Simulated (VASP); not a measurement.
# Al2Cu (I4/mmm) in VASP: a series of runs

The runs below take Al2Cu through single point, with LDA.

Program: VASP 6.6.1. These are calculated values, not measurements. Logs are shortened: lines on timing, memory, paths and dates and some standing lists are left out, and cuts for length are marked.

## Step 1: The cell of the first run

The structure is tetragonal, space group I4/mmm (No. 139). Conventional cell: a = 3.916 Å, b = 3.916 Å, c = 5.481 Å, α = 90.00°, β = 90.00°, γ = 90.00°. Al (site symmetry -4m2) has 4 Cu at 2.39 Å and 6 Al at 2.74 to 2.77 Å within 3.2 Å. Cu (site symmetry 4/mmm) has 8 Al at 2.39 Å within 3.2 Å.

## Step 2: Single point, LDA

INCAR

```
PREC = Accurate ; ENCUT = 520
EDIFF = 1E-6 ; ISMEAR = 0
SIGMA = 0.15 ; LREAL = F
LASPH = T ; NELM = 60
ALGO = Fast ; ISIF = 2
LWAVE = F ; LCHARG = F
GGA = CA ; NBANDS = 16
```

KPOINTS

```
Automatic mesh
0
Gamma
  14 14 14
```

POSCAR

```
Al2Cu
1.0
   -1.9579079664      1.9579079664      2.7406000000
    1.9579079664     -1.9579079664      2.7406000000
    1.9579079664      1.9579079664     -2.7406000000
Al Cu
2 1
Direct
    0.7500000000      0.2500000000      0.5000000000
    0.2500000000      0.7500000000      0.5000000000
    0.5000000000      0.5000000000      0.0000000000
```

Potentials or basis: VASP PAW LDA potentials, release 64 (Al, Cu).

The run is started by

```sh
$ cat potpaw_LDA.64/Al/POTCAR potpaw_LDA.64/Cu/POTCAR > POTCAR
$ mpirun -np 1 vasp_std > vasp.out
```

OUTCAR:

```text
PREC = Accurate
   ENCUT = 520
   EDIFF = 1E-6
   ISMEAR = 0
   LREAL = F
   LASPH = T
   NELM = 60
   ISIF = 2
   GGA = CA

 ion  position               nearest neighbor table
   1  0.750  0.250  0.500-   3 2.39   3 2.39   3 2.39   3 2.39   2 2.74   2 2.74   2 2.77   2 2.77
                             2 2.77   2 2.77
   2  0.250  0.750  0.500-   3 2.39   3 2.39   3 2.39   3 2.39   1 2.74   1 2.74   1 2.77   1 2.77
                             1 2.77   1 2.77
   3  0.500  0.500  0.000-   2 2.39   1 2.39   1 2.39   2 2.39   1 2.39   2 2.39   2 2.39   1 2.39

  LATTYP: Found a body centered tetragonal cell.
 ALAT       =     3.9158159328
 C/A-ratio  =     1.3997593590

  Lattice vectors:

 A1 = (  -1.9579079664,   1.9579079664,   2.7406000000)
 A2 = (   1.9579079664,  -1.9579079664,   2.7406000000)
 A3 = (   1.9579079664,   1.9579079664,  -2.7406000000)

Analysis of symmetry for initial positions (statically):
=====================================================================
 Subroutine PRICEL returns:
 Original cell was already a primitive cell.

 Routine SETGRP: Setting up the symmetry group for a
 body centered tetragonal supercell.

 Subroutine GETGRP returns: Found 16 space group operations
 (whereof 16 operations were pure point group operations)
 out of a pool of 16 trial point group operations.

The static configuration has the point symmetry D_4h.

Analysis of symmetry for dynamics (positions and initial velocities):
=====================================================================
 Subroutine PRICEL returns:
 Original cell was already a primitive cell.

 Routine SETGRP: Setting up the symmetry group for a
 body centered tetragonal supercell.

 Subroutine GETGRP returns: Found 16 space group operations
 (whereof 16 operations were pure point group operations)
 out of a pool of 16 trial point group operations.

The dynamic configuration has the point symmetry D_4h.

 Subroutine INISYM returns: Found 16 space group operations
 (whereof 16 operations are pure point group operations),
 and found     1 'primitive' translations

----------------------------------------------------------------------------------------

                                     Primitive cell

  volume of cell :      42.0233

  direct lattice vectors                    reciprocal lattice vectors
    -1.957907966  1.957907966  2.740600000     0.000000000  0.255374619  0.182441801
     1.957907966 -1.957907966  2.740600000     0.255374619  0.000000000  0.182441801
     1.957907966  1.957907966 -2.740600000     0.255374619  0.255374619  0.000000000

  length of vectors
     3.895856205  3.895856205  3.895856205     0.313849019  0.313849019  0.361154249

  position of ions in fractional coordinates (direct lattice)
     0.750000000  0.250000000  0.500000000
     0.250000000  0.750000000  0.500000000
     0.500000000  0.500000000  0.000000000

  ion indices of the primitive-cell ions
   primitive index   ion index
                 1           1
                 2           2
                 3           3

----------------------------------------------------------------------------------------

 KPOINTS: Automatic mesh

Automatic generation of k-mesh.
 Grid dimensions read from file:
 generate k-points for:   14   14   14

 Generating k-lattice:

  Cartesian coordinates                     Fractional coordinates (reciprocal lattice)
     0.000000000  0.018241044  0.013031557     0.071428571 -0.000000000  0.000000000
     0.018241044  0.000000000  0.013031557    -0.000000000  0.071428571  0.000000000
     0.018241044  0.018241044  0.000000000     0.000000000  0.000000000  0.071428571

  Length of vectors
     0.022417787  0.022417787  0.025796732

  Shift w.r.t. Gamma in fractional coordinates (k-lattice)
     0.000000000  0.000000000  0.000000000

 Subroutine IBZKPT returns following result:
 ===========================================

 Found    244 irreducible k-points:

 Following reciprocal coordinates:
            Coordinates               Weight
  0.000000  0.000000  0.000000      1.000000
  0.071429 -0.000000  0.000000      8.000000
  0.142857  0.000000  0.000000      8.000000
  0.214286  0.000000  0.000000      8.000000
  0.285714  0.000000  0.000000      8.000000
  0.357143  0.000000  0.000000      8.000000
[... 16 lines left out ...]
  0.214286  0.142857  0.000000     16.000000
  0.285714  0.142857  0.000000     16.000000
 [... further k-points ...]
   k-points           NKPTS =    244   k-points in BZ     NKDIM =    244   number of bands    NBANDS=     16
   number of dos      NEDOS =    301   number of ions     NIONS =      3
   total plane-waves  NPLWV =  27000
   dimension x,y,z NGX =    30 NGY =   30 NGZ =   30
   dimension x,y,z NGXF=    60 NGYF=   60 NGZF=   60
   ions per type =               2   1
   NGX,Y,Z   is equivalent  to a cutoff of  12.80, 12.80, 12.80 a.u.
   NGXF,Y,Z  is equivalent  to a cutoff of  25.60, 25.60, 25.60 a.u.
 SYSTEM =  unknown system
   PREC   = accura    normal or accurate (medium, high low for compatibility)
   ISTART =      0    job   : 0-new  1-cont  2-samecut
   ICHARG =      2    charge: 1-file 2-atom 10-const
   ISPIN  =      1    spin polarized calculation?
   LNONCOLLINEAR =      F non collinear calculations
   LSORBIT =      F    spin-orbit coupling
   LASPH  =      T    aspherical Exc in radial PAW
   ENCUT  =  520.0 eV  38.22 Ry    6.18 a.u.   7.24  7.24  7.24*2*pi/ulx,y,z
   NELM   =     60;   NELMIN=  2; NELMDL= -5     # of ELM steps
   EDIFF  = 0.1E-05   stopping-criterion for ELM
   LREAL  =      F    real-space projection
   EDIFFG = 0.1E-04   stopping-criterion for IOM
   NSW    =      0    number of steps for IOM
   IBRION =     -1    ionic relax: 0-MD 1-quasi-New 2-CG
   NFREE  =      0    steps in history (QN), initial steepest desc. (CG)
   ISIF   =      2    stress and relaxation
   ISYM   =      2    0-nonsym 1-usesym 2-fastsym
   POTIM  = 0.5000    time-step for ionic-motion
   TEBEG  =    0.0;   TEEND  =   0.0 temperature during run
   PSTRESS=    0.0 pullay stress
   NELECT =      17.0000    total number of electrons
   NUPDOWN=      -1.0000    fix difference up-down
   EMIN   =  10.00;   EMAX   =-10.00  energy-range for DOS
   EFERMI =   0.00;   METHOD = LEGACY
   ISMEAR =     0;   SIGMA  =   0.15  broadening in eV -4-tet -1-fermi 0-gaus
   EFERMI_NEDOS =   21; number of points for ismear=-14 and -15
   IALGO  =     68    algorithm
   IMIX   =      4    mixing-type and parameters
     AMIX     =   0.40;   BMIX     =  1.00
     AMIX_MAG =   1.60;   BMIX_MAG =  1.00
  volume/ion in A,a.u.               =      14.01        94.53
  Fermi-wavevector in a.u.,A,eV,Ry     =   1.210768  2.288020 19.945598  1.465960
  Thomas-Fermi vector in A             =   2.346305
   LORBIT       =      0    0 simple, 1 ext, 2 COOP (PROOUT), +10 PAW based schemes
   GGA     = CA    functional components
   LHFCALC =     F    Hartree Fock is set to
   AEXX    =    0.0000 exact exchange contribution
   IVDW    =     0    specifies the selected vdW correction
   LEPSILON=     F    determine dielectric tensor
   LRPA    =     F    only Hartree local field effects (RPA)
 non-spin polarized calculation
 RMM-DIIS sequential band-by-band and
 Gauss-broadening in eV      SIGMA  =   0.15
  energy-cutoff  :      520.00
  volume of cell :       42.02
 maximum number of plane-waves:      1150
 NGX is ok and might be reduce to    30
   NGX = 15   NGY = 15   NGZ = 15

 number of electron      16.9999988 magnetization

 Free energy of the ion-electron system (eV)
  ---------------------------------------------------
  ext. energy  EPLUGINS =         0.00000000
  ---------------------------------------------------
  free energy    TOTEN  =       -13.58669959 eV

  energy without entropy =      -13.57725598  energy(sigma->0) =      -13.58197778

 E-fermi :   8.1716     XC(G=0): -11.2086

 val. band max:        8.1513635367   @ k =  -0.1429   0.4286   0.1429
 cond. band min:       8.1888101802   @ k =  -0.0714   0.3571   0.0714
 fundamental gap:      0.0374466435
 Fermi energy:         8.1716142570

 k-point     1 :       0.0000    0.0000    0.0000
  band No.  band energies     occupation
      1      -2.8333      2.00000
      2       3.0063      2.00000
      3       3.0172      2.00000
      4       3.0172      2.00000
      5       3.6326      2.00000
      6       3.6526      2.00000
[... 8 lines left out ...]
     15      15.5967      0.00000
     16      15.9678      0.00000

 k-point     2 :       0.0714   -0.0000    0.0000
  band No.  band energies     occupation
      1      -2.7587      2.00000
      2       2.9912      2.00000
      3       3.0232      2.00000
      4       3.0292      2.00000
      5       3.6295      2.00000
      6       3.6491      2.00000
[... 8 lines left out ...]
     15      14.8632      0.00000
     16      15.5355      0.00000

 k-point     3 :       0.1429    0.0000    0.0000
  band No.  band energies     occupation
      1      -2.5358      2.00000
      2       2.9273      2.00000
      3       3.0556      2.00000
      4       3.0614      2.00000
      5       3.6235      2.00000
      6       3.6418      2.00000
[... 8 lines left out ...]
     15      14.9900      0.00000
     16      15.3085      0.00000

 k-point     4 :       0.2143    0.0000    0.0000
  band No.  band energies     occupation
      1      -2.1679      2.00000
      2       2.8132      2.00000
      3       3.0988      2.00000
      4       3.1025      2.00000
      5       3.6237      2.00000
      6       3.6390      2.00000
[... 8 lines left out ...]
     15      14.5445      0.00000
     16      16.3667      0.00000

 k-point     5 :       0.2857    0.0000    0.0000
  band No.  band energies     occupation
      1      -1.6618      2.00000
      2       2.6197      2.00000
      3       3.1375      2.00000
      4       3.1376      2.00000
      5       3.6400      2.00000
      6       3.6504      2.00000
[... 8 lines left out ...]
     15      15.3245      0.00000
     16      17.4900      0.00000

 k-point     6 :       0.3571    0.0000    0.0000
  band No.  band energies     occupation
      1      -1.0323      2.00000
      2       2.2584      2.00000
      3       3.1571      2.00000
      4       3.1611      2.00000
      5       3.6725      2.00000
      6       3.6772      2.00000
[... 8 lines left out ...]
     15      16.4918      0.00000
     16      18.6743      0.00000
[... 267 lines left out ...]
 k-point    21 :      -0.0714    0.0714    0.0000
  band No.  band energies     occupation
      1      -2.7344      2.00000
      2       2.9904      2.00000
      3       3.0224      2.00000
      4       3.0339      2.00000
      5       3.6164      2.00000
      6       3.6588      2.00000
[... 8 lines left out ...]
     15      15.7082      0.00000
     16      16.0752      0.00000

 k-point    22 :       0.1429    0.1429    0.0000
  band No.  band energies     occupation
      1      -2.0423      2.00000
      2       2.7998      2.00000
      3       3.0952      2.00000
      4       3.1343      2.00000
      5       3.5759      2.00000
      6       3.6759      2.00000
[... 8 lines left out ...]
     15      16.1979      0.00000
     16      17.6486      0.00000

 k-point    23 :       0.2143    0.1429    0.0000
  band No.  band energies     occupation
      1      -1.5824      2.00000
      2       2.6738      2.00000
      3       3.1036      2.00000
      4       3.1897      2.00000
      5       3.5624      2.00000
      6       3.7021      2.00000
[... 8 lines left out ...]
     15      16.1856      0.00000
     16      18.7262      0.00000

 k-point    24 :       0.2857    0.1429    0.0000
  band No.  band energies     occupation
      1      -0.9934      2.00000
      2       2.4449      2.00000
      3       3.1005      2.00000
      4       3.2304      2.00000
      5       3.5800      2.00000
      6       3.7247      2.00000
[... 8 lines left out ...]
     15      16.0669      0.00000
     16      19.5820      0.00000

 [... further k-points ...]

------------------------ aborting loop because EDIFF is reached ----------------------------------------

  FORCE on cell =-STRESS in cart. coord.  units (eV):
  Direction    XX          YY          ZZ          XY          YZ          ZX
  --------------------------------------------------------------------------------------
  -------------------------------------------------------------------------------------
  Total        2.8459616      2.8459616      3.2104505      0.0000000      0.0000000     -0.0000000
  in kB      108.5049174    108.5049174    122.4013944      0.0000000      0.0000000     -0.0000000
  external PRESSURE =     113.1370764 kB  Pullay stress =       0.0000000 kB

 VOLUME and BASIS-vectors are now :
 -----------------------------------------------------------------------------
  energy-cutoff  :      520.00
  volume of cell :       42.02
      direct lattice vectors                 reciprocal lattice vectors
    -1.957907966  1.957907966  2.740600000     0.000000000  0.255374619  0.182441801
     1.957907966 -1.957907966  2.740600000     0.255374619  0.000000000  0.182441801
     1.957907966  1.957907966 -2.740600000     0.255374619  0.255374619  0.000000000

 POSITION                                       TOTAL-FORCE (eV/Angst)
 -----------------------------------------------------------------------------------
      0.00000      1.95791      1.37030        -0.000000     -0.000000      0.000000
      1.95791      0.00000      1.37030         0.000000     -0.000000     -0.000000
      0.00000      0.00000      2.74060         0.000000      0.000000      0.000000
 -----------------------------------------------------------------------------------
    total drift:                                0.000000     -0.000000      0.000000

  FREE ENERGIE OF THE ION-ELECTRON SYSTEM (eV)
  ---------------------------------------------------
  free  energy   TOTEN  =       -13.5866995889 eV

  energy  without entropy=      -13.5772559800  energy(sigma->0) =      -13.58197778
```

It took 2.9 min on 1 thread of AMD EPYC 7R13 (Zen 3), shared host; peak memory 0.24 GiB.

Results:

| Quantity | Value |
| --- | --- |
| Free energy | -13.5867 eV |
| Pressure | 11.3 GPa |
| Band gap on the k mesh | zero (an odd number of electrons rules out a gap without spin polarisation) |

Stress tensor (GPa, compression positive):
```
10.85  0.00  0.00
 0.00 10.85  0.00
 0.00  0.00 12.24
```

Caveat: the cell stands under pressure.

## Step 3: Single point, LDA

This run uses another cell than the first one, of 14.04 Å³/atom.

INCAR

```
PREC     = Accurate       # precision mode
ENCUT    = 520            # plane-wave cutoff, eV
EDIFF    = 1E-6           # SCF threshold, eV
ISMEAR   = 0              # smearing method
SIGMA    = 0.15           # smearing width, eV
LREAL    = F              # projectors in reciprocal space
LASPH    = T              # aspherical terms in the spheres
NELM     = 80             # most SCF steps
ALGO     = Fast           # electronic algorithm
ISIF     = 2              # what is computed and relaxed
LWAVE    = F              # write WAVECAR
LCHARG   = T              # write CHGCAR
GGA      = CA             # functional
LELF     = T              # ELF
LVHAR    = T            
NBANDS   = 16             # bands
```

KPOINTS is that of step 2.

POSCAR

```
Al2Cu
1.0
   -1.9111328529      1.9111328529      2.8823500000
    1.9111328529     -1.9111328529      2.8823500000
    1.9111328529      1.9111328529     -2.8823500000
Al Cu
2 1
Direct
    0.7500000000      0.2500000000      0.5000000000
    0.2500000000      0.7500000000      0.5000000000
    0.5000000000      0.5000000000      0.0000000000
```

Potentials or basis: VASP PAW LDA potentials, release 64 (Al, Cu).

The run is started by

```sh
$ cat potpaw_LDA.64/Al/POTCAR potpaw_LDA.64/Cu/POTCAR > POTCAR
$ mpirun -np 1 vasp_std > vasp.out
```

OUTCAR:

```text
PREC = Accurate
   ENCUT = 520
   EDIFF = 1E-6
   ISMEAR = 0
   LREAL = F
   LASPH = T
   NELM = 80
   ISIF = 2
   GGA = CA

 ion  position               nearest neighbor table
   1  0.750  0.250  0.500-   3 2.39   3 2.39   3 2.39   3 2.39   2 2.70   2 2.70   2 2.70   2 2.70
                             2 2.88   2 2.88
   2  0.250  0.750  0.500-   3 2.39   3 2.39   3 2.39   3 2.39   1 2.70   1 2.70   1 2.70   1 2.70
                             1 2.88   1 2.88
   3  0.500  0.500  0.000-   2 2.39   1 2.39   1 2.39   2 2.39   1 2.39   2 2.39   2 2.39   1 2.39

  LATTYP: Found a body centered tetragonal cell.
 ALAT       =     3.8222657058
 C/A-ratio  =     1.5081892374

  Lattice vectors:

 A1 = (  -1.9111328529,   1.9111328529,   2.8823500000)
 A2 = (   1.9111328529,  -1.9111328529,   2.8823500000)
 A3 = (   1.9111328529,   1.9111328529,  -2.8823500000)

Analysis of symmetry for initial positions (statically):
=====================================================================
 Subroutine PRICEL returns:
 Original cell was already a primitive cell.

 Routine SETGRP: Setting up the symmetry group for a
[... 175 lines left out ...]
 cond. band min:       8.1513402725   @ k =   0.4286   0.0714  -0.0000
 fundamental gap:      0.0031327471
 Fermi energy:         8.1491195463

 k-point     1 :       0.0000    0.0000    0.0000
  band No.  band energies     occupation
      1      -2.8490      2.00000
      2       2.9914      2.00000
      3       2.9914      2.00000
      4       3.0543      2.00000
      5       3.5711      2.00000
      6       3.6971      2.00000
[... 433 lines left out ...]
      3       3.0859      2.00000
      4       3.2316      2.00000
      5       3.5532      2.00000
      6       3.7035      2.00000
[... 8 lines left out ...]
     15      16.4415      0.00000
     16      19.5112      0.00000

 [... further k-points ...]

------------------------ aborting loop because EDIFF is reached ----------------------------------------

  FORCE on cell =-STRESS in cart. coord.  units (eV):
  Direction    XX          YY          ZZ          XY          YZ          ZX
  --------------------------------------------------------------------------------------
  -------------------------------------------------------------------------------------
  Total        3.6380700      3.6380700      1.6662494      0.0000000     -0.0000000     -0.0000000
  in kB      138.4181901    138.4181901     63.3960393      0.0000000     -0.0000000     -0.0000000
  external PRESSURE =     113.4108065 kB  Pullay stress =       0.0000000 kB

 VOLUME and BASIS-vectors are now :
 -----------------------------------------------------------------------------
  energy-cutoff  :      520.00
  volume of cell :       42.11
      direct lattice vectors                 reciprocal lattice vectors
    -1.911132853  1.911132853  2.882350000     0.000000000  0.261624931  0.173469565
     1.911132853 -1.911132853  2.882350000     0.261624931  0.000000000  0.173469565
     1.911132853  1.911132853 -2.882350000     0.261624931  0.261624931  0.000000000

 POSITION                                       TOTAL-FORCE (eV/Angst)
 -----------------------------------------------------------------------------------
     -0.00000      1.91113      1.44118         0.000000     -0.000000      0.000000
      1.91113     -0.00000      1.44118         0.000000      0.000000      0.000000
      0.00000      0.00000      2.88235        -0.000000      0.000000     -0.000000
 -----------------------------------------------------------------------------------
    total drift:                                0.000000     -0.000000      0.000000

  FREE ENERGIE OF THE ION-ELECTRON SYSTEM (eV)
  ---------------------------------------------------
  free  energy   TOTEN  =       -13.5498533100 eV

  energy  without entropy=      -13.5397271339  energy(sigma->0) =      -13.54479022
```

Run time: 3.1 min. Hardware: 1 thread of AMD EPYC 7R13 (Zen 3), shared host; peak memory 0.24 GiB.

What came out:

| Item | Value |
| --- | --- |
| Free energy | -13.5499 eV |
| Pressure | 11.3 GPa |
| Band gap on the k mesh | zero (an odd number of electrons rules out a gap without spin polarisation) |

Caveat: the cell stands under pressure.
